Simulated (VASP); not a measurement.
Here is a VASP 6.6.1 calculation.

INCAR

```
PREC = Accurate ; ENCUT = 520
EDIFF = 1E-7 ; ISMEAR = 0
SIGMA = 0.1 ; LREAL = F
LASPH = T ; NELM = 80
ALGO = Normal ; ISIF = 2
LWAVE = F ; LCHARG = F
LDIPOL = T ; IDIPOL = 3
DIPOL = 0.5 0.5 0.324 ; GGA = PE
NBANDS = 98
```

The input KPOINTS:

```
Automatic mesh
0
Gamma
  5 5 1
```

POSCAR

```
W12C
1.0
    5.5143287196      0.0000000000      0.0000000000
   -1.8381095732      5.1989589751      0.0000000000
    0.0000000000      0.0000000000     19.8562160745
W C
12 1
Direct
    0.2500000000      0.2500000000      0.2014482510
    0.2500000000      0.7500000000      0.2014482510
    0.7500000000      0.2500000000      0.2014482510
    0.7500000000      0.7500000000      0.2014482510
    0.0000000000      0.0000000000      0.3111437104
    0.0000000000      0.5000000000      0.3111437104
    0.5000000000      0.0000000000      0.3111437104
    0.5000000000      0.5000000000      0.3111437104
    0.2500000000      0.2500000000      0.4208362783
    0.2500000000      0.7500000000      0.4208362783
    0.7500000000      0.2500000000      0.4208362783
    0.7500000000      0.7500000000      0.4208362783
    0.5000000000      0.5000000000      0.4802825249
```

Potentials or basis: VASP PAW PBE potentials, release 64 (W_sv, C).

Launch:

```console
$ cat potpaw_PBE.64/W_sv/POTCAR potpaw_PBE.64/C/POTCAR > POTCAR
$ mpirun -np 1 vasp_std > vasp.out
```

Q: Estimate the largest force.

A: 1.260 eV/Å.

Q: Estimate the band gap on the k mesh.

A: Zero (band 86 reaches 1.31 eV, above the bottom of band 87 at 0.14 eV).

Forces in eV/Å, atoms in the order of the input:
```
W   -0.146 -0.207  0.150
W    0.069 -0.049 -0.261
W   -0.069  0.049 -0.261
W    0.146  0.207  0.150
W    0.000  0.000 -1.260
W    0.000  0.000  0.126
W    0.000  0.000  0.126
W    0.000  0.000 -0.915
W   -0.299 -0.423  0.443
W    0.328 -0.232  0.605
W   -0.328  0.232  0.605
W    0.299  0.423  0.443
C    0.000  0.000  0.052
```

Caveat: spin-orbit coupling is left out, which moves the levels of the heavy elements.
